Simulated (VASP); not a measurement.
A run of VASP 6.6.1:

Contents of INCAR:

```
  PREC = Accurate
  ENCUT = 600
  EDIFF = 1E-6
  ISMEAR = 0
  SIGMA = 0.02
  LREAL = F
  LASPH = T
  NELM = 100
  ALGO = Normal
  ISIF = 3
  LWAVE = F
  LCHARG = F
  GGA = PE
  IBRION = 2
  NSW = 80
  EDIFFG = -0.01
```

KPOINTS

```
Automatic mesh
0
Gamma
  9 9 6
```

POSCAR

```
ZnO
1.0
    3.2798495008      0.0000000000      0.0000000000
   -1.6399247504      2.8404329883      0.0000000000
    0.0000000000      0.0000000000      5.2932754267
Zn O
2 2
Direct
    0.3333333333      0.6666666667     -0.0020792389
    0.6666666667      0.3333333333      0.4979207611
    0.3333333333      0.6666666667      0.3770792389
    0.6666666667      0.3333333333      0.8770792389
```

Potentials or basis: VASP PAW PBE potentials, release 64 (Zn, O).

Launch:

```bash
$ cat potpaw_PBE.64/Zn/POTCAR potpaw_PBE.64/O/POTCAR > POTCAR
$ mpirun -np 1 vasp_std > vasp.out
```

Hardware: 1 thread of Intel(R) Xeon(R) Platinum 8488C (Sapphire Rapids) (shared host).

Question: Estimate the wall time of this run.

Answer: Wall time 81 s on 1 thread of Intel(R) Xeon(R) Platinum 8488C (Sapphire Rapids) (shared host), peak memory 0.21 GiB. Counts: scf iterations 27, k points 48, ion steps 3.
